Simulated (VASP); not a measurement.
Set up this calculation in VASP 6.6.1, as the native input.

```yaml
Task: single point
Functional: BLYP
Potentials_or_basis: VASP PAW PBE potentials, release 64 (Si)
Cutoff: 520 eV
k_mesh: 14 × 14 × 14
Occupations: fermi-dirac, width 0.1 eV
Spin: no spin polarisation
Dipole_correction: no
Further_INCAR_settings: ALGO = Normal; EDIFF = 1e-07; NBANDS = 8
```

The structure of Si lies in POSCAR:

```
Si
1.0
   -1.6018877561      1.6018877561      1.6018877561
    1.6018877561     -1.6018877561      1.6018877561
    1.6018877561      1.6018877561     -1.6018877561
Si
1
Direct
    0.0000000000      0.0000000000      0.0000000000
```

These files were run (other wordings do the same):

INCAR

```
SYSTEM = Si
PREC     = Accurate       ! precision mode
ENCUT    = 520            ! plane-wave cutoff, eV
EDIFF    = 1E-7           ! SCF threshold, eV
ISMEAR   = -1             ! smearing method
SIGMA    = 0.1            ! smearing width, eV
LREAL    = .False.        ! projectors in reciprocal space
LASPH    = .True.         ! aspherical terms in the spheres
NELM     = 60             ! most SCF steps
ALGO     = Normal         ! electronic algorithm
ISIF     = 2              ! what is computed and relaxed
LWAVE    = .False.        ! write WAVECAR
LCHARG   = .False.        ! write CHGCAR
GGA      = B5             ! functional
ALDAX    = 1.0          
AGGAX    = 1.0          
AGGAC    = 1.0          
ALDAC    = 0.0          
NBANDS   = 8              ! bands
```

KPOINTS

```
regular mesh
0
Gamma
  14 14 14
  0 0 0
```

Potentials or basis: VASP PAW PBE potentials, release 64 (Si).

Run with:

```sh
$ cat potpaw_PBE.64/Si/POTCAR > POTCAR
$ mpirun -np 1 vasp_std > vasp.out
```

It gave:

```yaml
Pressure: 0.3 GPa
Band_gap_on_the_k_mesh: zero (band 2 reaches 18.58 eV, above the bottom of band 3 at 5.52 eV)
```

Caveat: the PAW data sets were made with another functional, which shifts forces and pressure a little.

It took 17 s on 1 thread of Intel Xeon 8259CL (shared host), peak memory 0.13 GiB.
